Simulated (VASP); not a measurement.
A run of VASP 6.6.1 is set up as follows.

INCAR

```
PREC = Accurate ; ENCUT = 520
EDIFF = 1E-6 ; ISMEAR = -1
SIGMA = 0.02 ; LREAL = Auto
LASPH = T ; NELM = 120
ALGO = Normal ; ISIF = 2
LWAVE = F ; LCHARG = F
GGA = PS ; NBANDS = 72
GGA_COMPAT = F
```

The input KPOINTS:

```
regular mesh
0
Gamma
  1 1 1
```

Contents of POSCAR:

```
H3C2N
1.0
    8.7876200000      0.0000000000      0.0000000000
    0.0000000000      8.7876200000      0.0000000000
    0.0000000000      0.0000000000      8.7876200000
C N H
12 6 18
Direct
    1.0991940935      0.3550449382      0.5756507450
    0.9844303691      0.3906632285      0.6897203111
    0.4049902021      0.0304405516      0.4345203821
    0.3722054436      0.1649479609      0.3509824048
    0.6716494341      0.9578247580      1.0249988051
    0.5666949641      0.8936549373      0.9125565284
    0.2036728944      0.6466824920      1.0059037601
    0.0937568989      0.7582143971      1.0595132698
    0.9425760331      0.7277852251      0.5270937979
    0.8862809270      0.8834815342      0.4894954493
    0.5393838150      0.5165790055      0.9188494723
    0.4949462995      0.3977755069      0.7923191945
    0.9003347892      0.4212061969      0.7915339990
    0.3505272190      0.2900330237      0.3244792105
    0.4963573755      0.8309417112      0.8277781697
    0.0126314065      0.8607563823      1.0759454778
    0.8264353716      1.0005894656      0.4803348347
    0.4326427406      0.3326270367      0.7003716592
    1.0431493396      0.3514262110      0.4651543876
    1.1617138656      0.4655526752      0.5645669704
    1.1831872566      0.2795637499      0.6087541337
    0.5278562341      0.0118234516      0.3942364372
    0.4181792112      0.0406708529      0.5548715124
    0.3401603620     -0.0649777756      0.3973885990
    0.6741301968      0.8660820563      1.1189605377
    0.7741117618      0.9891187830      0.9665757054
    0.6293399123      1.0758885796      1.0734078169
    0.2209813351      0.6694304032      0.8710891003
    0.3040641266      0.7027841441      1.0506712853
    0.1810501592      0.5239188768      1.0100573307
    1.0365605249      0.6860446856      0.4712197387
    1.0041626743      0.7213102069      0.6339828076
    0.8390440187      0.6477294193      0.5439242935
    0.5287324668      0.4326768795      1.0170671923
    0.6572086640      0.5549853089      0.8902865622
    0.4588500641      0.6163784961      0.9198395015
```

Potentials or basis: VASP PAW PBE potentials, release 64 (C, N, H).

Launch:

```console
$ cat potpaw_PBE.64/C/POTCAR potpaw_PBE.64/N/POTCAR potpaw_PBE.64/H/POTCAR > POTCAR
$ mpirun -np 1 vasp_gam > vasp.out
```

Question: Estimate the largest force.

Answer: 7.649 eV/Å.

Question: Estimate the pressure.

Answer: 0.6 GPa.

Question: What does it give for the band gap on the k mesh?

Answer: 5.96 eV.

Stress tensor (GPa, compression positive):
```
 1.12 -0.12  1.62
-0.12  0.26  0.78
 1.62  0.78  0.56
```

Caveat: the k points lie up to 0.72 Å⁻¹ apart; the atoms stand as in a frame of molecular dynamics; the PAW data sets were made with another functional, which shifts forces and pressure a little.
